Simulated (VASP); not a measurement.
HfN:

```
Hf N
1.0
     0.00000    2.25600    2.25600
     2.25600    0.00000    2.25600
     2.25600    2.25600    0.00000
Hf N
1 1
Direct
  0.00000 0.00000 0.00000
  0.50000 0.50000 0.50000
```

- Program: VASP 6.6.1
- Task: relaxation of cell and atoms
- Functional: PBE
- Potentials or basis: VASP PAW PBE potentials, release 64 (Hf_pv, N)
- Cutoff: 600 eV
- k mesh: 16 × 16 × 16
- Occupations: gaussian, width 0.1 eV
- Spin: no spin polarisation

At the start: pressure 4.1 GPa; volume 11.48 Å³/atom.

**Question.** How do energy, volume and symmetry change on relaxing?

**Answer.** Over 3 steps the energy falls by 2.1 meV/atom and the volume is 11.65 Å³/atom (+1.5 %); space group Fm-3m (No. 225, to 0.05 Å).

Step by step:
```csv
step,energy change (eV),largest force (eV/Å),pressure (GPa),volume (Å³)
1,0.0000,0.0000,4.05,22.96
2,0.0101,0.0000,-6.93,23.94
3,-0.0042,0.0000,-0.02,23.30
```

Final structure:
```
Hf N
1.0
     0.00000    2.26702    2.26702
     2.26702    0.00000    2.26702
     2.26702    2.26702    0.00000
Hf N
1 1
Direct
  0.00000 0.00000 0.00000
  0.50000 0.50000 0.50000
```
